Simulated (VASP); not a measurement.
# VCrC2 (R-3m) in VASP: settings compared, part 2 of 2

VASP 6.6.1. Earlier steps stand in the parts before.

### 4 Single point, PBEsol, collinear spin, ferromagnetic start

Contents of INCAR:

```
PREC = Accurate ; ENCUT = 520
EDIFF = 1E-6 ; ISMEAR = 1
SIGMA = 0.1 ; LREAL = False
LASPH = True ; NELM = 150
ALGO = Normal ; ISIF = 2
LWAVE = False ; LCHARG = False
ISPIN = 2 ; MAGMOM = 3 2 0 0
LORBIT = 11 ; LMAXMIX = 4
GGA = PS ; NBANDS = 28
```

Contents of KPOINTS:

```
regular mesh
0
Gamma
  12 12 12
```

Contents of POSCAR:

```
VCrC2
1.0
    1.4606320425      0.8432963029      4.7393853233
   -1.4606320425      0.8432963029      4.7393853233
    0.0000000000     -1.6865926058      4.7393853233
Cr V C
1 1 2
Direct
    0.5000000000      0.5000000000      0.5000000000
    0.0000000000      0.0000000000      0.0000000000
    0.2487590000      0.2487590000      0.2487590000
    0.7512410000      0.7512410000      0.7512410000
```

Potentials or basis: VASP PAW PBE potentials, release 64 (Cr_pv, V_sv, C).

On the command line:

```console
> cat potpaw_PBE.64/Cr_pv/POTCAR potpaw_PBE.64/V_sv/POTCAR potpaw_PBE.64/C/POTCAR > POTCAR
> mpirun -np 1 vasp_std > vasp.out
```

OUTCAR:

```text
PREC = Accurate
   ENCUT = 520
   EDIFF = 1E-6
   ISMEAR = 1
   LREAL = False
   LASPH = True
   NELM = 150
   ISIF = 2
   ISPIN = 2
   LORBIT = 11
   GGA = PS

 ion  position               nearest neighbor table
   1  0.500  0.500  0.500-   3 2.05   4 2.05   3 2.05   3 2.05   4 2.05   4 2.05   2 2.91   2 2.91
                             2 2.91   2 2.91   2 2.91   2 2.91
   2  0.000  0.000  0.000-   4 2.07   3 2.07   4 2.07   4 2.07   3 2.07   3 2.07   1 2.91   1 2.91
                             1 2.91   1 2.91   1 2.91   1 2.91
   3  0.249  0.249  0.249-   1 2.05   1 2.05   1 2.05   2 2.07   2 2.07   2 2.07
   4  0.751  0.751  0.751-   1 2.05   1 2.05   1 2.05   2 2.07   2 2.07   2 2.07

  LATTYP: Found a trigonal (rhomboedric) cell.
 ALAT       =     5.0305434956
 COS(alpha) =     0.8313905832

  Lattice vectors:

 A1 = (   1.4606320425,   0.8432963029,   4.7393853233)
 A2 = (  -1.4606320425,   0.8432963029,   4.7393853233)
 A3 = (   0.0000000000,  -1.6865926058,   4.7393853233)

Analysis of symmetry for initial positions (statically):
=====================================================================
 Subroutine PRICEL returns:
 Original cell was already a primitive cell.

 Routine SETGRP: Setting up the symmetry group for a
 trigonal (rhombohedral) supercell.

 Subroutine GETGRP returns: Found 12 space group operations
 (whereof 12 operations were pure point group operations)
 out of a pool of 12 trial point group operations.

The static configuration has the point symmetry D_3d.

Analysis of symmetry for dynamics (positions and initial velocities):
=====================================================================
 Subroutine PRICEL returns:
 Original cell was already a primitive cell.

 Routine SETGRP: Setting up the symmetry group for a
 trigonal (rhombohedral) supercell.

 Subroutine GETGRP returns: Found 12 space group operations
[... 166 lines left out ...]
  free energy    TOTEN  =       -39.95902184 eV

  energy without entropy =      -39.96007874  energy(sigma->0) =      -39.95937414

 E-fermi :  10.9924     XC(G=0): -13.7240

 val. band max:       10.9884537845   @ k =   0.4167   0.1667   0.1667
 cond. band min:      10.9935295282   @ k =  -0.4167   0.3333   0.2500
 fundamental gap:      0.0050757436
 Fermi energy:        10.9923616236

 spin component 1

 k-point     1 :       0.0000    0.0000    0.0000
  band No.  band energies     occupation
      1     -53.7797      1.00000
      2     -32.8774      1.00000
      3     -32.7916      1.00000
      4     -32.7916      1.00000
      5     -27.8299      1.00000
      6     -27.5603      1.00000
[... 733 lines left out ...]
     27      22.6685      0.00000
     28      24.1159      0.00000

 [... further k-points ...]

 spin component 2

 k-point     1 :       0.0000    0.0000    0.0000
  band No.  band energies     occupation
      1     -53.6970      1.00000
      2     -32.4501      1.00000
      3     -32.3559      1.00000
      4     -32.3559      1.00000
      5     -27.7396      1.00000
      6     -27.4833      1.00000
[... 733 lines left out ...]
     27      22.7068      0.00000
     28      24.1841      0.00000

 [... further k-points ...]

------------------------ aborting loop because EDIFF is reached ----------------------------------------

  FORCE on cell =-STRESS in cart. coord.  units (eV):
  Direction    XX          YY          ZZ          XY          YZ          ZX
  --------------------------------------------------------------------------------------
  -------------------------------------------------------------------------------------
  Total       -2.3888508     -2.3888508     -2.5700941      0.0000000      0.0000000      0.0000000
  in kB     -109.2711014   -109.2711014   -117.5615521      0.0000000      0.0000000      0.0000000
  external PRESSURE =    -112.0345850 kB  Pullay stress =       0.0000000 kB

 VOLUME and BASIS-vectors are now :
 -----------------------------------------------------------------------------
  energy-cutoff  :      520.00
  volume of cell :       35.03
      direct lattice vectors                 reciprocal lattice vectors
     1.460632042  0.843296303  4.739385323     0.342317562  0.197637137  0.070332609
    -1.460632042  0.843296303  4.739385323    -0.342317562  0.197637137  0.070332609
     0.000000000 -1.686592606  4.739385323     0.000000000 -0.395274273  0.070332609

 POSITION                                       TOTAL-FORCE (eV/Angst)
 -----------------------------------------------------------------------------------
      0.00000      0.00000      7.10908         0.000000      0.000000     -0.000000
      0.00000      0.00000      0.00000        -0.000000      0.000000      0.000000
      0.00000      0.00000      3.53689        -0.000000      0.000000     -0.024449
      0.00000      0.00000     10.68126        -0.000000     -0.000000      0.024449
 -----------------------------------------------------------------------------------
    total drift:                                0.000000      0.000000     -0.000000

  FREE ENERGIE OF THE ION-ELECTRON SYSTEM (eV)
  ---------------------------------------------------
  free  energy   TOTEN  =       -39.9590218392 eV

  energy  without entropy=      -39.9600787442  energy(sigma->0) =      -39.95937414

 total charge

# of ion       s       p       d       tot
------------------------------------------
    1        0.329   6.453   4.334  11.116
    2        2.267   6.330   3.193  11.790
    3        0.887   1.512   0.000   2.399
    4        0.887   1.512   0.000   2.399
--------------------------------------------------
tot          4.369  15.808   7.527  27.703

 magnetization (x)

# of ion       s       p       d       tot
------------------------------------------
    1        0.002   0.002   0.411   0.415
    2       -0.001  -0.001   0.080   0.079
    3       -0.002  -0.016   0.000  -0.018
    4       -0.002  -0.016   0.000  -0.018
--------------------------------------------------
tot         -0.003  -0.031   0.491   0.457
```

OSZICAR:

```text
N       E                     dE             d eps       ncg     rms          rms(c)
DAV:   1     0.341533920446E+03    0.34153E+03   -0.17211E+04 21232   0.136E+03
DAV:   2    -0.296978833321E+02   -0.37123E+03   -0.34984E+03 21500   0.420E+02
DAV:   3    -0.502491184102E+02   -0.20551E+02   -0.19934E+02 23364   0.102E+02
[... 11 lines left out ...]
DAV:  15    -0.399588119149E+02   -0.35377E-03   -0.44874E-04 26848   0.147E-01    0.947E-02
DAV:  16    -0.399589814520E+02   -0.16954E-03   -0.39897E-04 26924   0.139E-01    0.455E-02
DAV:  17    -0.399590165787E+02   -0.35127E-04   -0.25414E-04 26892   0.105E-01    0.163E-02
DAV:  18    -0.399590216565E+02   -0.50779E-05   -0.26192E-05 22168   0.339E-02    0.104E-02
DAV:  19    -0.399590218392E+02   -0.18264E-06   -0.13512E-06 16736   0.102E-02
   1 F= -.39959022E+02 E0= -.39959374E+02  d E =0.105691E-02  mag=     0.4579
```

stdout:

```text
POSCAR found type information on POSCAR CrV C
 POSCAR found :  3 types and       4 ions
 scaLAPACK will be used
 -----------------------------------------------------------------------------
|                                                                             |
|                                                                             |
|     You enforced a specific xc type in the INCAR file but a different       |
|     I HOPE YOU KNOW WHAT YOU ARE DOING!                                     |
|                                                                             |
 -----------------------------------------------------------------------------

 LDA part: xc-table for (Slater+PW92), standard interpolation
 POSCAR, INCAR and KPOINTS ok, starting setup
 FFT: planning ... GRIDC
 FFT: planning ... GRID_SOFT
 FFT: planning ... GRID
 WAVECAR not read
 entering main loop
```

It took 33 min on 1 thread of Intel Xeon 8259CL, shared host; peak memory 0.51 GiB.

Results:

| Item | Value |
| --- | --- |
| Free energy | -39.9590 eV |
| Pressure | -11.2 GPa |
| Largest force | 0.024 eV/Å |
| Net moment | 0.46 μB per cell |
| Site moments | Cr +0.41; V +0.08; C -0.02 μB |
| Valence electrons inside the program's atomic spheres | Cr 11.12; V 11.79; C 2.40 |

Forces on the atoms (eV/Å):
```
Cr   0.000  0.000  0.000
V    0.000  0.000  0.000
C    0.000  0.000 -0.024
C    0.000  0.000  0.024
```

Levels at points of the mesh, in eV from the Fermi level:
Spin up:
```tsv
k point	band 15	band 16	band 17	band 18	band 19	band 20
(0.00, 0.00, 0.00)	-1.53	-0.61	-0.61	0.61	0.61	0.97
(0.50, 0.00, 0.00)	-3.49	-0.71	-0.12	0.14	1.02	1.28
(0.50, 0.50, 0.00)	-1.25	-1.16	0.03	0.33	0.43	1.01
(0.50, 0.50, 0.50)	-3.24	-0.92	-0.92	-0.11	-0.11	0.98
```
Spin down:
| k point | band 13 | band 14 | band 15 | band 16 | band 17 | band 18 | band 19 | band 20 |
| --- | --- | --- | --- | --- | --- | --- | --- | --- |
| (0.00, 0.00, 0.00) | -1.34 | -1.34 | -1.25 | -0.43 | -0.43 | 0.81 | 0.81 | 0.94 |
| (0.50, 0.00, 0.00) | -4.53 | -3.57 | -3.47 | -0.38 | -0.08 | 0.59 | 1.35 | 1.43 |
| (0.50, 0.50, 0.00) | -4.54 | -3.47 | -1.26 | -1.18 | 0.39 | 0.68 | 0.72 | 1.27 |
| (0.50, 0.50, 0.50) | -3.51 | -3.22 | -3.22 | -0.56 | -0.56 | -0.03 | -0.03 | 1.26 |

Caveat: the cell stands under tension; an empty level that is flat over the whole mesh can mark a ghost state of the potentials, or a narrow d or f band; the PAW data sets were made with another functional, which shifts forces and pressure a little.
